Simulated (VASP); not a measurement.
Runs of VASP 6.6.1 on Pt. The structure is that of space group Pm-3m (No. 221), or close to it. The cells are those of the table. 

| task | cell | k mesh for the DOS | occupations for the DOS | gap on the mesh (eV) | pressure (GPa) |
| --- | --- | --- | --- | --- | --- |
| single point | a = 2.226 Å, 1 atom | - | - | none | 299.5 |
| single point | a = 2.570 Å, 1 atom | - | - | none | 0.4 |
| single point | a = 2.335 Å, 1 atom | - | - | none | (b) |
| single point | a = 2.435 Å, 1 atom | - | - | none | 58.7 |
| single point | a = 2.527 Å, 1 atom | - | - | none | (a) |

Alike in all rows: level LDA; potentials or basis VASP PAW LDA potentials, release 64 (Pt); no spin polarisation; k mesh 17 × 17 × 17; cutoff (eV) 520; smearing fermi-dirac 0.1 eV.

**Question.** Estimate the missing entries.

**Answer.** (a) 14.2; (b) 141.7.

Caveats: spin-orbit coupling is left out, which moves the levels of the heavy elements.

A k mesh can miss the band edges, and the runs leave out spin-orbit coupling on Pt.

A gap of «none» marks levels without a gap at the run's occupations.
